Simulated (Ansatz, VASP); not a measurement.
## SiC: VASP beside Ansatz

```xyz
4
Lattice="3.0760 0.0000 0.0000 -1.5380 2.6639 0.0000 0.0000 0.0000 5.0480" Properties=species:S:1:pos:R:3 pbc="T T T"
Si    1.5380    0.8880    2.5240
Si    0.0000    1.7759    0.0000
C     1.5380    0.8880    4.4675
C     0.0000    1.7759    1.9435
```

Alike in both runs: functional BLYP; k mesh 10 × 10 × 5; occupations fermi-dirac, width 0.05 eV; no spin polarisation.

```csv
,VASP,Ansatz
version,VASP 6.6.1,Ansatz 0.2.0
potentials or method,"VASP PAW PBE potentials, release 64 (Si, C)",Ansatz PAW
plane-wave cutoff (eV),520,420
valence electrons in the cell,16,16
task,single point,band structure
```

```csv
,VASP,Ansatz,Ansatz less VASP
gap on the k mesh at the Fermi level (eV),2.82,2.82,0.000
least direct gap on the mesh (eV),4.34,4.33,-0.011
pressure (GPa),8.8,8.2,-0.60
"traceless stress, the component that is largest in VASP (GPa)",-2.60,-2.61,-0.012
rms of the force components (eV/Å),0.440,0.439,-0.0013
```

VASP's potentials were made for PBE, not for BLYP. Atom by atom the forces differ by 0.001 eV/Å (rms over components).

Noted on Ansatz's run: the k mesh misses the band edges, so the gap on the mesh is wider than the one along the path.
